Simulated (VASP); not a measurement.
# BaTi2Cr2 (I4/mmm) in VASP: notebook

The runs below take BaTi2Cr2 through single point, with LDA.

Program: VASP 6.6.1. These are calculated values, not measurements. Logs are shortened: lines on timing, memory, paths and dates and some standing lists are left out, and cuts for length are marked.

## (1) The cell of the first run

Symmetry: I4/mmm, No. 139, tetragonal system. The conventional cell has a = 3.957 Å, b = 3.957 Å, c = 12.802 Å, α = 90.00°, β = 90.00°, γ = 90.00°. Within 4.6 Å of Ba (site symmetry 4/mmm) lie 10 Ti at 3.34 to 4.57 Å and 8 Cr at 3.76 Å and 4 Ba at 3.96 Å. Within 3.2 Å of Ti (site symmetry 4mm) lie 4 Cr at 2.41 Å. Within 3.2 Å of Cr (site symmetry -4m2) lie 4 Ti at 2.41 Å and 4 Cr at 2.80 Å.

## (2) Single point, LDA

Input file INCAR:

```
SYSTEM = BaTi2Cr2
  PREC = Accurate
  ENCUT = 520
  EDIFF = 1E-7
  ISMEAR = -1
  SIGMA = 0.1
  LREAL = .False.
  LASPH = .True.
  NELM = 100
  ALGO = Normal
  ISIF = 2
  LWAVE = .False.
  LCHARG = .False.
  GGA = CA
  NBANDS = 37
```

Input file KPOINTS:

```
regular mesh
0
Gamma
  5 5 5
  0 0 0
```

Input file POSCAR:

```
BaTi2Cr2
1.0
    0.0000000000      3.9570900400      0.0000000000
    3.9570900400      0.0000000000      0.0000000000
    1.9785450200      1.9785450200     -6.4012327700
Ba Ti Cr
1 2 2
Direct
    0.0000000000      0.0000000000      0.0000000000
    0.3570000000      0.3570000000      0.2860000000
    0.6430000000      0.6430000000      0.7140000000
    0.7500000000      0.2500000000      0.5000000000
    0.2500000000      0.7500000000      0.5000000000
```

Potentials or basis: VASP PAW LDA potentials, release 64 (Ba_sv, Ti_sv, Cr_pv).

Run with:

```console
cat potpaw_LDA.64/Ba_sv/POTCAR potpaw_LDA.64/Ti_sv/POTCAR potpaw_LDA.64/Cr_pv/POTCAR > POTCAR
mpirun -np 1 vasp_std > vasp.out
```

OUTCAR:

```text
SYSTEM = BaTi2Cr2
   PREC = Accurate
   ENCUT = 520
   EDIFF = 1E-7
   ISMEAR = -1
   LREAL = .False.
   LASPH = .True.
   NELM = 100
   ISIF = 2
   GGA = CA

 ion  position               nearest neighbor table
   1  0.000  0.000  0.000-   3 3.34   3 3.34   3 3.34   2 3.34   3 3.34   2 3.34   2 3.34   2 3.34
                             4 3.76   5 3.76   5 3.76   4 3.76   5 3.76   4 3.76   5 3.76   4 3.76
   2  0.357  0.357  0.286-   4 2.41   5 2.41   5 2.41   4 2.41   1 3.34   1 3.34   1 3.34   1 3.34

   3  0.643  0.643  0.714-   5 2.41   4 2.41   4 2.41   5 2.41   1 3.34   1 3.34   1 3.34   1 3.34

   4  0.750  0.250  0.500-   2 2.41   2 2.41   3 2.41   3 2.41   5 2.80   5 2.80   5 2.80   5 2.80
                             1 3.76   1 3.76   1 3.76   1 3.76
   5  0.250  0.750  0.500-   2 2.41   2 2.41   3 2.41   3 2.41   4 2.80   4 2.80   4 2.80   4 2.80
                             1 3.76   1 3.76   1 3.76   1 3.76

  LATTYP: Found a body centered tetragonal cell.
 ALAT       =     3.9570900400
 C/A-ratio  =     3.2353232832

  Lattice vectors:

 A1 = (  -1.9785450200,   1.9785450200,   6.4012327700)
 A2 = (   1.9785450200,  -1.9785450200,   6.4012327700)
 A3 = (   1.9785450200,   1.9785450200,  -6.4012327700)

Analysis of symmetry for initial positions (statically):
=====================================================================
 Subroutine PRICEL returns:
 Original cell was already a primitive cell.

 Routine SETGRP: Setting up the symmetry group for a
 body centered tetragonal supercell.

 Subroutine GETGRP returns: Found 16 space group operations
 (whereof 16 operations were pure point group operations)
 out of a pool of 16 trial point group operations.

The static configuration has the point symmetry D_4h.

Analysis of symmetry for dynamics (positions and initial velocities):
=====================================================================
 Subroutine PRICEL returns:
 Original cell was already a primitive cell.

 Routine SETGRP: Setting up the symmetry group for a
 body centered tetragonal supercell.

 Subroutine GETGRP returns: Found 16 space group operations
 (whereof 16 operations were pure point group operations)
 out of a pool of 16 trial point group operations.

The dynamic configuration has the point symmetry D_4h.

 Subroutine INISYM returns: Found 16 space group operations
 (whereof 16 operations are pure point group operations),
 and found     1 'primitive' translations

----------------------------------------------------------------------------------------

                                     Primitive cell

  volume of cell :     100.2341

  direct lattice vectors                    reciprocal lattice vectors
     0.000000000  3.957090040  0.000000000     0.000000000  0.252710954  0.078109954
     3.957090040  0.000000000  0.000000000     0.252710954  0.000000000  0.078109954
     1.978545020  1.978545020 -6.401232770     0.000000000  0.000000000 -0.156219909

  length of vectors
     3.957090040  3.957090040  6.986061964     0.264507072  0.264507072  0.156219909

  position of ions in fractional coordinates (direct lattice)
     0.000000000  0.000000000  0.000000000
     0.357000000  0.357000000  0.286000000
     0.643000000  0.643000000  0.714000000
     0.750000000  0.250000000  0.500000000
     0.250000000  0.750000000  0.500000000

  ion indices of the primitive-cell ions
   primitive index   ion index
                 1           1
                 2           2
                 3           3
                 4           4
                 5           5

----------------------------------------------------------------------------------------

 KPOINTS: regular mesh

Automatic generation of k-mesh.
 Grid dimensions read from file:
 generate k-points for:    5    5    5

 Generating k-lattice:

  Cartesian coordinates                     Fractional coordinates (reciprocal lattice)
     0.000000000  0.050542191  0.015621991     0.200000000  0.000000000  0.000000000
     0.050542191  0.000000000  0.015621991     0.000000000  0.200000000  0.000000000
     0.000000000  0.000000000 -0.031243982     0.000000000  0.000000000  0.200000000

  Length of vectors
     0.052901414  0.052901414  0.031243982

  Shift w.r.t. Gamma in fractional coordinates (k-lattice)
     0.000000000  0.000000000  0.000000000

 Subroutine IBZKPT returns following result:
 ===========================================

 Found     18 irreducible k-points:

 Following reciprocal coordinates:
            Coordinates               Weight
  0.000000  0.000000  0.000000      1.000000
  0.200000  0.000000  0.000000      8.000000
  0.400000  0.000000  0.000000      8.000000
  0.200000  0.200000  0.000000      8.000000
  0.400000  0.200000  0.000000     16.000000
 -0.400000  0.200000 -0.000000     16.000000
[... 10 lines left out ...]
  0.000000  0.000000  0.400000      2.000000
 -0.200000  0.000000  0.400000      4.000000
   k-points           NKPTS =     18   k-points in BZ     NKDIM =     18   number of bands    NBANDS=     37
   number of dos      NEDOS =    301   number of ions     NIONS =      5
   total plane-waves  NPLWV =  48600
   dimension x,y,z NGX =    30 NGY =   30 NGZ =   54
   dimension x,y,z NGXF=    60 NGYF=   60 NGZF=  108
   ions per type =               1   2   2
   NGX,Y,Z   is equivalent  to a cutoff of  12.60, 12.60, 12.85 a.u.
   NGXF,Y,Z  is equivalent  to a cutoff of  25.21, 25.21, 25.70 a.u.
 SYSTEM =  BaTi2Cr2
   PREC   = accura    normal or accurate (medium, high low for compatibility)
   ISTART =      0    job   : 0-new  1-cont  2-samecut
   ICHARG =      2    charge: 1-file 2-atom 10-const
   ISPIN  =      1    spin polarized calculation?
   LNONCOLLINEAR =      F non collinear calculations
   LSORBIT =      F    spin-orbit coupling
   LASPH  =      T    aspherical Exc in radial PAW
   ENCUT  =  520.0 eV  38.22 Ry    6.18 a.u.   7.36  7.36 12.99*2*pi/ulx,y,z
   NELM   =    100;   NELMIN=  2; NELMDL= -5     # of ELM steps
   EDIFF  = 0.1E-06   stopping-criterion for ELM
   LREAL  =      F    real-space projection
   EDIFFG = 0.1E-05   stopping-criterion for IOM
   NSW    =      0    number of steps for IOM
   IBRION =     -1    ionic relax: 0-MD 1-quasi-New 2-CG
   NFREE  =      0    steps in history (QN), initial steepest desc. (CG)
   ISIF   =      2    stress and relaxation
   ISYM   =      2    0-nonsym 1-usesym 2-fastsym
   POTIM  = 0.5000    time-step for ionic-motion
   TEBEG  =    0.0;   TEEND  =   0.0 temperature during run
   PSTRESS=    0.0 pullay stress
   NELECT =      58.0000    total number of electrons
   NUPDOWN=      -1.0000    fix difference up-down
   EMIN   =  10.00;   EMAX   =-10.00  energy-range for DOS
   EFERMI =   0.00;   METHOD = LEGACY
   ISMEAR =    -1;   SIGMA  =   0.10  broadening in eV -4-tet -1-fermi 0-gaus
   EFERMI_NEDOS =   21; number of points for ismear=-14 and -15
   IALGO  =     38    algorithm
   IMIX   =      4    mixing-type and parameters
     AMIX     =   0.40;   BMIX     =  1.00
     AMIX_MAG =   1.60;   BMIX_MAG =  1.00
  volume/ion in A,a.u.               =      20.05       135.28
  Fermi-wavevector in a.u.,A,eV,Ry     =   1.364203  2.577970 25.321120  1.861050
  Thomas-Fermi vector in A             =   2.490539
   LORBIT       =      0    0 simple, 1 ext, 2 COOP (PROOUT), +10 PAW based schemes
   GGA     = CA    functional components
   LHFCALC =     F    Hartree Fock is set to
   AEXX    =    0.0000 exact exchange contribution
   IVDW    =     0    specifies the selected vdW correction
   LEPSILON=     F    determine dielectric tensor
   LRPA    =     F    only Hartree local field effects (RPA)
 non-spin polarized calculation
  energy-cutoff  :      520.00
  volume of cell :      100.23
 maximum number of plane-waves:      2744
 NGX is ok and might be reduce to    30
   NGX = 15   NGY = 15   NGZ = 25

 number of electron      57.9999987 magnetization

 Free energy of the ion-electron system (eV)
  ---------------------------------------------------
  ext. energy  EPLUGINS =         0.00000000
  ---------------------------------------------------
  free energy    TOTEN  =       -36.45753221 eV

  energy without entropy =      -36.18096986  energy(sigma->0) =      -36.31925104

 E-fermi :   6.0411     XC(G=0): -11.1436

 val. band max:        6.0157105412   @ k =  -0.2000   0.2000   0.0000
 cond. band min:       6.0503843967   @ k =  -0.2000   0.0000   0.4000
 fundamental gap:      0.0346738555
 Fermi energy:         6.0411135125

 k-point     1 :       0.0000    0.0000    0.0000
  band No.  band energies     occupation
      1     -49.3931      2.00000
      2     -49.3905      2.00000
      3     -35.9286      2.00000
      4     -35.9286      2.00000
      5     -35.8760      2.00000
      6     -35.8389      2.00000
[... 29 lines left out ...]
     36       8.2060      0.00000
     37       8.5490      0.00000

 k-point     2 :       0.2000    0.0000    0.0000
  band No.  band energies     occupation
      1     -49.3931      2.00000
      2     -49.3909      2.00000
      3     -35.9102      2.00000
      4     -35.9093      2.00000
      5     -35.8741      2.00000
      6     -35.8451      2.00000
[... 29 lines left out ...]
     36       8.5361      0.00000
     37       8.6035      0.00000

 k-point     3 :       0.4000    0.0000    0.0000
  band No.  band energies     occupation
      1     -49.3931      2.00000
      2     -49.3917      2.00000
      3     -35.8712      2.00000
      4     -35.8619      2.00000
      5     -35.8583      2.00000
      6     -35.8560      2.00000
[... 29 lines left out ...]
     36       8.2898      0.00000
     37       8.5403      0.00000
[... 521 lines left out ...]
 k-point    17 :       0.0000    0.0000    0.4000
  band No.  band energies     occupation
      1     -49.3941      2.00000
      2     -49.3894      2.00000
      3     -35.9286      2.00000
      4     -35.9286      2.00000
      5     -35.8760      2.00000
      6     -35.8389      2.00000
[... 29 lines left out ...]
     36       7.8457      0.00000
     37       8.2573      0.00000

 k-point    18 :      -0.2000    0.0000    0.4000
  band No.  band energies     occupation
      1     -49.3941      2.00000
      2     -49.3899      2.00000
      3     -35.9102      2.00000
      4     -35.9093      2.00000
      5     -35.8741      2.00000
      6     -35.8451      2.00000
[... 29 lines left out ...]
     36       8.0282      0.00000
     37       8.5162      0.00000

------------------------ aborting loop because EDIFF is reached ----------------------------------------

  FORCE on cell =-STRESS in cart. coord.  units (eV):
  Direction    XX          YY          ZZ          XY          YZ          ZX
  --------------------------------------------------------------------------------------
  -------------------------------------------------------------------------------------
  Total       -2.1347322     -2.1347322     -0.4724912      0.0000000     -0.0000000      0.0000000
  in kB      -34.1223154    -34.1223154     -7.5524661      0.0000000     -0.0000000      0.0000000
  external PRESSURE =     -25.2656990 kB  Pullay stress =       0.0000000 kB

 VOLUME and BASIS-vectors are now :
 -----------------------------------------------------------------------------
  energy-cutoff  :      520.00
  volume of cell :      100.23
      direct lattice vectors                 reciprocal lattice vectors
     0.000000000  3.957090040  0.000000000     0.000000000  0.252710954  0.078109954
     3.957090040  0.000000000  0.000000000     0.252710954  0.000000000  0.078109954
     1.978545020  1.978545020 -6.401232770     0.000000000  0.000000000 -0.156219909

 POSITION                                       TOTAL-FORCE (eV/Angst)
 -----------------------------------------------------------------------------------
      0.00000      0.00000      0.00000         0.000000      0.000000      0.000000
      1.97855      1.97855     -1.83075        -0.000000     -0.000000      0.001286
      3.95709      3.95709     -4.57048         0.000000      0.000000     -0.001286
      1.97855      3.95709     -3.20062        -0.000000      0.000000      0.000000
      3.95709      1.97855     -3.20062        -0.000000     -0.000000     -0.000000
 -----------------------------------------------------------------------------------
    total drift:                               -0.000000     -0.000000      0.000000

  FREE ENERGIE OF THE ION-ELECTRON SYSTEM (eV)
  ---------------------------------------------------
  free  energy   TOTEN  =       -36.4575322100 eV

  energy  without entropy=      -36.1809698636  energy(sigma->0) =      -36.31925104
```

Run time: 58 s. Hardware: 1 thread of Intel Xeon Platinum 8488C (Sapphire Rapids), shared host; peak memory 0.22 GiB.

What came out:

| Quantity | Value |
| --- | --- |
| Free energy | -36.4575 eV |
| Pressure | -2.5 GPa |
| Band gap on the k mesh | zero (bands 29 and 30 overlap by 0.58 eV) |

Caveat: spin-orbit coupling is left out, which moves the levels of the heavy elements; the run has no spin polarisation, though such a crystal can be magnetic. Spin polarisation is off, so any magnetic state and its effect on volume and gap are missing.

(Continued in part 2 of 2.)
